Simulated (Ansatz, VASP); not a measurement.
# One calculation of MgS, two programs

INCAR

```
SYSTEM = MgS
PREC     = Accurate       ! precision mode
ENCUT    = 520            ! plane-wave cutoff, eV
EDIFF    = 1E-7           ! SCF threshold, eV
ISMEAR   = 0              ! smearing method
SIGMA    = 0.05           ! smearing width, eV
LREAL    = .False.        ! projectors in reciprocal space
LASPH    = .True.         ! aspherical terms in the spheres
NELM     = 100            ! most SCF steps
ALGO     = Normal         ! electronic algorithm
ISIF     = 2              ! what is computed and relaxed
LWAVE    = .False.        ! write WAVECAR
LCHARG   = .False.        ! write CHGCAR
NBANDS   = 11             ! bands
```

The input KPOINTS:

```
regular mesh
0
Gamma
  8 8 8
  0 0 0
```

POSCAR

```
MgS
1.0
    0.0000000000      2.5366087500      2.7317325000
    2.5366087500      0.0000000000      2.7317325000
    2.5366087500      2.5366087500      0.0000000000
Mg S
1 1
Direct
    0.0000000000      0.0000000000      0.0000000000
    0.5000000000      0.5000000000      0.5000000000
```

Input for Ansatz:

```yaml
crystal:
  lattice:
    - [0.0, 2.53660875, 2.7317325]
    - [2.53660875, 0.0, 2.7317325]
    - [2.53660875, 2.53660875, 0.0]
  atoms:
    - { symbol: Mg, position: [0.0, 0.0, 0.0] }
    - { symbol: S, position: [0.5, 0.5, 0.5] }
basis:
  ecutwfc: 420
kpoints:
  mp_grid: { grid: [8, 8, 8] }
hamiltonian:
  xc: lda
scf:
  occupations: { method: gaussian, width: 0.05 }
output:
  forces: true
  stress: true
  eigenvalues: true
```

Change from the starting cell: strain -0.025 along x and y, +0.050 along z, atoms carried along.

Alike in both runs: task single point; functional LDA; k mesh 8 × 8 × 8; occupations gaussian, width 0.05 eV; no spin polarisation.

```csv
,VASP,Ansatz
version,VASP 6.6.1,Ansatz 0.2.0
potentials or method,"VASP PAW LDA potentials, release 64 (Mg, S), cutoff 520 eV","scalar-relativistic, plane waves, PAW"
valence electrons in the cell,8,16
```

Ansatz gave:

```
gap on the k mesh at the Fermi level (eV)                     : 2.31
least direct gap on the mesh (eV)                             : 3.32
pressure (GPa)                                                : -2.3
traceless stress, the component that is largest in VASP (GPa) : -4.31
```

Which values does VASP return?

gap on the k mesh at the Fermi level (eV): 2.30; least direct gap on the mesh (eV): 3.33; pressure (GPa): -2.9; traceless stress, the component that is largest in VASP (GPa): -4.31.

LDA's correlation is that of Perdew and Zunger in VASP and of Perdew and Wang (1992) in Ansatz. VASP's potentials hold 8 valence electrons a cell and Ansatz's 16, so a difference there can come from the potentials and not from the codes.
